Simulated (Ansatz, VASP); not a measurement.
**Os in VASP and in Ansatz**

```
Os
1.0
     2.78568    0.00000    0.00000
    -1.39284    2.41247    0.00000
     0.00000    0.00000    8.94171
Os
4
Direct
  0.00000 0.00000 0.00000
  0.00000 0.00000 0.50000
  0.33333 0.66667 0.25000
  0.66667 0.33333 0.75000
```

Alike in both runs: task single point; functional revPBE; k mesh 15 × 15 × 4; occupations fermi-dirac, width 0.1 eV; no spin polarisation.

|  | VASP | Ansatz |
| --- | --- | --- |
| version | VASP 6.6.1 | Ansatz 0.2.0 |
| potentials or method | VASP PAW PBE potentials, release 64 (Os), cutoff 520 eV | plane waves (420 eV) with PAW, scalar-relativistic |
| valence electrons in the cell | 32 | 64 |

Ansatz gave:

| Item | Value |
| --- | --- |
| pressure (GPa) | -13.8 |
| traceless stress, the component that is largest in VASP (GPa) | 0.55 |

Question: What did VASP give for the same quantities?

Answer: Pressure (GPa): -14.3; traceless stress, the component that is largest in VASP (GPa): 0.52.

VASP's potentials were made for PBE, not for revPBE. VASP's potentials hold 32 valence electrons a cell and Ansatz's 64, so a difference there can come from the potentials and not from the codes.

Spin-orbit coupling is off throughout.
